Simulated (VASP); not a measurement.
# As (P6/mmm) in VASP: notebook

The runs below take As through relaxation of cell and atoms, single point, with r2SCAN.

All numbers are computed with VASP 6.6.1; they aren't measurements. Logs are shortened: lines on timing, memory, paths and dates and some standing lists are left out, and cuts for length are marked.

## Step 1: The cell of the first run

The structure is hexagonal, space group P6/mmm (No. 191). The conventional cell has a = 5.063 Å, b = 5.063 Å, c = 3.104 Å, α = 90.00°, β = 90.00°, γ = 120.00°. Within 4.1 Å of As (site symmetry 6/mmm) lie 14 As at 3.10 to 3.31 Å. As (site symmetry -6m2) has 11 As at 2.92 to 3.31 Å within 3.8 Å.

This isn't the form of As at room conditions, which is rhombohedral.

## Step 2: Relaxation of cell and atoms, r2SCAN

POSCAR reads:

```
As
1.0
    5.0626469866      0.0000000000      0.0000000000
   -2.5313234933      4.3843809008      0.0000000000
    0.0000000000      0.0000000000      3.1036227179
As
3
Direct
    0.0000000000      0.0000000000      0.0000000000
    0.3333333333      0.6666666667      0.5000000000
    0.6666666667      0.3333333333      0.5000000000
```

INCAR.step1 reads:

```
PREC = Accurate
ENCUT = 600
ISMEAR = 0
SIGMA = 0.1
LREAL = False
LASPH = True
NELM = 100
GGA = PE
ALGO = Normal
EDIFF = 1E-4
LWAVE = True
LCHARG = False
```

INCAR.step2 reads:

```
PREC = Accurate
ENCUT = 600
EDIFF = 1E-7
ISMEAR = 0
SIGMA = 0.1
LREAL = False
LASPH = True
NELM = 100
ALGO = Normal
ISIF = 3
LWAVE = False
LCHARG = False
METAGGA = R2SCAN
LMIXTAU = True
IBRION = 2
NSW = 90
EDIFFG = -0.04
ISTART = 1
```

KPOINTS reads:

```
regular mesh
0
Gamma
  6 6 6
```

Potentials or basis: VASP PAW PBE potentials, release 64 (As).

Run with:

```sh
> cat potpaw_PBE.64/As/POTCAR > POTCAR
> cp INCAR.step1 INCAR
> mpirun -np 1 vasp_std > vasp.out
> cp INCAR.step2 INCAR
> mpirun -np 1 vasp_std > vasp.out
```

OUTCAR:

```text
PREC = Accurate
   ENCUT = 600
   EDIFF = 1E-7
   ISMEAR = 0
   LREAL = False
   LASPH = True
   NELM = 100
   ISIF = 3
   METAGGA = R2SCAN
   IBRION = 2
   NSW = 90
   EDIFFG = -0.04
   ISTART = 1

 ion  position               nearest neighbor table
   1  0.000  0.000  0.000-
   2  0.333  0.667  0.500-
   3  0.667  0.333  0.500-

  LATTYP: Found a hexagonal cell.
 ALAT       =     5.0626469866
 C/A-ratio  =     0.6130434783

  Lattice vectors:

 A1 = (   5.0626469866,   0.0000000000,   0.0000000000)
 A2 = (  -2.5313234933,   4.3843809008,   0.0000000000)
 A3 = (   0.0000000000,   0.0000000000,   3.1036227179)

Analysis of symmetry for initial positions (statically):
=====================================================================
 Subroutine PRICEL returns:
 Original cell was already a primitive cell.

 Routine SETGRP: Setting up the symmetry group for a
 hexagonal supercell.

 Subroutine GETGRP returns: Found 24 space group operations
 (whereof 24 operations were pure point group operations)
 out of a pool of 24 trial point group operations.

The static configuration has the point symmetry D_6h.

Analysis of symmetry for dynamics (positions and initial velocities):
=====================================================================
 Subroutine PRICEL returns:
 Original cell was already a primitive cell.

 Routine SETGRP: Setting up the symmetry group for a
 hexagonal supercell.

 Subroutine GETGRP returns: Found 24 space group operations
 (whereof 24 operations were pure point group operations)
 out of a pool of 24 trial point group operations.

The dynamic configuration has the point symmetry D_6h.

 Subroutine INISYM returns: Found 24 space group operations
 (whereof 24 operations are pure point group operations),
 and found     1 'primitive' translations

----------------------------------------------------------------------------------------

                                     Primitive cell

  volume of cell :      68.8898

  direct lattice vectors                    reciprocal lattice vectors
     5.062646987  0.000000000  0.000000000     0.197525129  0.114041187  0.000000000
    -2.531323493  4.384380901  0.000000000     0.000000000  0.228082373  0.000000000
     0.000000000  0.000000000  3.103622718     0.000000000  0.000000000  0.322204111

  length of vectors
     5.062646987  5.062646987  3.103622718     0.228082373  0.228082373  0.322204111

  position of ions in fractional coordinates (direct lattice)
     0.000000000  0.000000000  0.000000000
     0.333333333  0.666666667  0.500000000
     0.666666667  0.333333333  0.500000000

  ion indices of the primitive-cell ions
   primitive index   ion index
[... 80 lines left out ...]
   NFREE  =      1    steps in history (QN), initial steepest desc. (CG)
   ISIF   =      3    stress and relaxation
   ISYM   =      2    0-nonsym 1-usesym 2-fastsym
   POTIM  = 0.5000    time-step for ionic-motion
   TEBEG  =    0.0;   TEEND  =   0.0 temperature during run
   PSTRESS=    0.0 pullay stress
   NELECT =      15.0000    total number of electrons
   NUPDOWN=      -1.0000    fix difference up-down
   EMIN   =  10.00;   EMAX   =-10.00  energy-range for DOS
   EFERMI =   0.00;   METHOD = LEGACY
   ISMEAR =     0;   SIGMA  =   0.10  broadening in eV -4-tet -1-fermi 0-gaus
   EFERMI_NEDOS =   21; number of points for ismear=-14 and -15
   IALGO  =     38    algorithm
   IMIX   =      4    mixing-type and parameters
     AMIX     =   0.40;   BMIX     =  1.00
     AMIX_MAG =   1.60;   BMIX_MAG =  1.00
  volume/ion in A,a.u.               =      22.96       154.96
  Fermi-wavevector in a.u.,A,eV,Ry     =   0.984888  1.861169 13.197718  0.970005
  Thomas-Fermi vector in A             =   2.116155
   LORBIT       =      0    0 simple, 1 ext, 2 COOP (PROOUT), +10 PAW based schemes
   METAGGA = R2SCAN    functional components
   LHFCALC =     F    Hartree Fock is set to
   AEXX    =    0.0000 exact exchange contribution
   IVDW    =     0    specifies the selected vdW correction
   LEPSILON=     F    determine dielectric tensor
   LRPA    =     F    only Hartree local field effects (RPA)
 conjugate gradient relaxation of ions
 non-spin polarized calculation
 Gauss-broadening in eV      SIGMA  =   0.10
  energy-cutoff  :      600.00
  volume of cell :       68.89
 maximum number of plane-waves:      2340
   NGX = 21   NGY = 21   NGZ = 13

--------------------------------------- Ionic step        1  -------------------------------------------

 number of electron      14.9999999 magnetization

 Free energy of the ion-electron system (eV)
  ---------------------------------------------------
  ext. energy  EPLUGINS =         0.00000000
  ---------------------------------------------------
  free energy    TOTEN  =       -41.78711273 eV

  energy without entropy =      -41.77159579  energy(sigma->0) =      -41.77935426

 E-fermi :   4.1775     XC(G=0): -10.4195

 val. band max:        4.1482379790   @ k =   0.3333   0.1667   0.1667
 cond. band min:       4.2002701790   @ k =   0.1667   0.1667   0.1667
 fundamental gap:      0.0520322000
 Fermi energy:         4.1774588522

 k-point     1 :       0.0000    0.0000    0.0000
  band No.  band energies     occupation
      1      -9.8997      2.00000
      2      -5.5630      2.00000
      3      -5.1930      2.00000
      4       0.4982      2.00000
      5       0.4982      2.00000
      6       0.8825      2.00000
      7       0.8825      2.00000
      8       5.5834      0.00000
      9       9.0349      0.00000
     10       9.0872      0.00000
     11       9.1190      0.00000
[... 426 lines left out ...]
  FREE ENERGIE OF THE ION-ELECTRON SYSTEM (eV)
  ---------------------------------------------------
  free  energy   TOTEN  =       -42.2672953801 eV

  energy  without entropy=      -42.2551028274  energy(sigma->0) =      -42.26119910

[... ionic steps 4 to 7 ...]

--------------------------------------- Ionic step        8  -------------------------------------------

 number of electron      15.0000000 magnetization

------------------------ aborting loop because EDIFF is reached ----------------------------------------
[... 69 lines left out ...]
--------------------------------------- Ionic step       10  -------------------------------------------

 number of electron      15.0000000 magnetization

 Free energy of the ion-electron system (eV)
  ---------------------------------------------------
  ext. energy  EPLUGINS =         0.00000000
  ---------------------------------------------------
  free energy    TOTEN  =       -42.33960119 eV

  energy without entropy =      -42.33212880  energy(sigma->0) =      -42.33586499

 E-fermi :   6.2296     XC(G=0): -11.2767

 val. band max:        6.2097957901   @ k =   0.3333  -0.0000   0.5000
 cond. band min:       6.2556431503   @ k =   0.3333  -0.0000   0.3333
 fundamental gap:      0.0458473602
 Fermi energy:         6.2296328434

 k-point     1 :       0.0000    0.0000    0.0000
  band No.  band energies     occupation
      1      -9.5216      2.00000
      2      -4.2480      2.00000
      3      -4.1100      2.00000
      4       1.3306      2.00000
      5       1.3306      2.00000
      6       1.5899      2.00000
      7       1.5899      2.00000
      8       9.8178      0.00000
      9      11.6738      0.00000
     10      11.6738      0.00000
     11      13.7216      0.00000
[... 352 lines left out ...]
  FREE ENERGIE OF THE ION-ELECTRON SYSTEM (eV)
  ---------------------------------------------------
  free  energy   TOTEN  =       -42.3396011908 eV

  energy  without entropy=      -42.3321287971  energy(sigma->0) =      -42.33586499

 reached required accuracy - stopping structural energy minimisation
```

OSZICAR.step1:

```text
N       E                     dE             d eps       ncg     rms          rms(c)
DAV:   1     0.492281125341E+02    0.49228E+02   -0.64579E+03   616   0.124E+03
DAV:   2    -0.880621833585E+01   -0.58034E+02   -0.54445E+02   834   0.157E+02
DAV:   3    -0.122434426314E+02   -0.34372E+01   -0.32738E+01   718   0.389E+01
DAV:   4    -0.123126908633E+02   -0.69248E-01   -0.66792E-01   887   0.480E+00
DAV:   5    -0.123138332580E+02   -0.11424E-02   -0.11388E-02   771   0.470E-01    0.243E+00
DAV:   6    -0.122975586350E+02    0.16275E-01   -0.22082E-02   753   0.926E-01    0.139E+00
DAV:   7    -0.122926326574E+02    0.49260E-02   -0.19435E-02   649   0.939E-01    0.270E-01
DAV:   8    -0.122928092145E+02   -0.17656E-03   -0.12098E-03   760   0.255E-01    0.766E-02
DAV:   9    -0.122928772954E+02   -0.68081E-04   -0.13944E-04   388   0.993E-02
   1 F= -.12292877E+02 E0= -.12285176E+02  d E =-.154030E-01
```

Run time: 22 min. Hardware: 1 thread of Intel Xeon 8259CL, shared host; peak memory 0.24 GiB.

Results:

| Quantity | Value |
| --- | --- |
| Free energy | -42.3396 eV |
| Relaxed volume | 19.14 Å³/atom |
| Relaxed cell | a = 4.912 Å, b = 4.912 Å, c = 2.748 Å, α = 90.00°, β = 90.00°, γ = 120.00° |
| Space group after relaxing (to 0.1 Å) | P6/mmm (No. 191) |
| Energy gained by relaxing | 184.2 meV/atom |
| Ionic steps | 10 |
| Pressure after relaxing | 0.0 GPa |
| Band gap on the k mesh | zero (an odd number of electrons rules out a gap without spin polarisation) |

Step by step:
```tsv
step	energy change (eV)	largest force (eV/Å)	pressure (GPa)	volume (Å³)
1	0.0000	0.0000	-10.58	68.89
2	-0.4559	0.0000	4.36	54.83
3	-0.4802	0.0000	0.60	56.99
4	-0.5358	0.0000	0.82	56.74
5	-0.5288	0.0000	3.03	56.11
6	-0.5449	0.0000	1.71	56.43
7	-0.5459	0.0000	1.03	56.65
8	-0.5488	0.0000	1.34	56.54
9	-0.5512	0.0000	-0.75	57.95
10	-0.5525	0.0000	0.01	57.42
```

Final structure:
```
As
1.0
     4.91232    0.00000    0.00000
    -2.45616    4.25419    0.00000
     0.00000    0.00000    2.74766
As
3
Direct
  0.00000 0.00000 0.00000
  0.33333 0.66667 0.50000
  0.66667 0.33333 0.50000
```

Levels at points of the mesh, in eV from the Fermi level:
```
           k point  band 5  band 6  band 7  band 8  band 9  band 10
(0.00, 0.00, 0.00)   -4.90   -4.64   -4.64    3.59    5.44     5.44
(0.50, 0.00, 0.00)   -1.68   -1.46    0.85    1.23    2.06     5.27
(0.00, 0.00, 0.50)   -3.78   -3.10   -2.19   -2.19   -0.36    -0.36
(0.50, 0.00, 0.50)   -5.31   -4.27   -3.12   -0.95    1.37     2.26
```

Caveat: the volume moved by over 15 % at a fixed basis, so the end points are rough; the PAW data sets were made with another functional, which shifts forces and pressure a little.

## Step 3: Single point, r2SCAN

This run uses another cell than the first one, of 19.01 Å³/atom.

POSCAR reads:

```
As
1.0
    4.8527291586      0.0000000000      0.0000000000
   -2.4263645793      4.2025867290      0.0000000000
    0.0000000000      0.0000000000      2.7957659763
As
3
Direct
    0.0000000000      0.0000000000      0.0000000000
    0.3333333333      0.6666666667      0.5000000000
    0.6666666667      0.3333333333      0.5000000000
```

INCAR.step1 reads:

```
SYSTEM = As
  ALGO = Normal
  EDIFF = 1E-4
  ENCUT = 520
  GGA = PE
  ISMEAR = 0
  LASPH = .True.
  LCHARG = .False.
  LREAL = .False.
  LWAVE = .True.
  NBANDS = 14
  NELM = 100
  PREC = Accurate
  SIGMA = 0.1
```

INCAR.step2 reads:

```
SYSTEM = As
  ALGO = Normal
  EDIFF = 1E-6
  ENCUT = 520
  ISIF = 2
  ISMEAR = 0
  ISTART = 1
  LASPH = .True.
  LCHARG = .False.
  LMIXTAU = .True.
  LREAL = .False.
  LWAVE = .False.
  METAGGA = R2SCAN
  NBANDS = 14
  NELM = 100
  PREC = Accurate
  SIGMA = 0.1
```

KPOINTS reads:

```
k-points
0
Gamma
  12 12 16
  0 0 0
```

Potentials or basis: VASP PAW PBE potentials, release 64 (As).

Run with:

```sh
> cat potpaw_PBE.64/As/POTCAR > POTCAR
> cp INCAR.step1 INCAR
> mpirun -np 1 vasp_std > vasp.out
> cp INCAR.step2 INCAR
> mpirun -np 1 vasp_std > vasp.out
```

Wall time 6.5 min (1 thread of Intel Xeon 8259CL, shared host); peak memory 0.26 GiB.

It converged, with:

* Free energy: -42.2743 eV
* Pressure: -0.1 GPa
* Band gap on the k mesh: zero (an odd number of electrons rules out a gap without spin polarisation)

Levels at points of the mesh, in eV from the Fermi level:
```csv
k point,band 6,band 7,band 8,band 9,band 10,band 11
"(0.00, 0.00, 0.00)",-4.61,-4.61,2.89,5.78,5.78,7.07
"(0.50, 0.00, 0.00)",-1.22,0.99,1.45,2.29,4.67,4.70
"(0.00, 0.00, 0.50)",-2.87,-2.40,-2.40,-0.49,-0.49,0.79
"(0.50, 0.00, 0.50)",-4.13,-3.36,-1.11,1.45,2.38,3.10
```

Caveat: the PAW data sets were made with another functional, which shifts forces and pressure a little.

The gap in the log of VASP goes by the Fermi energy; the results here count the filled bands.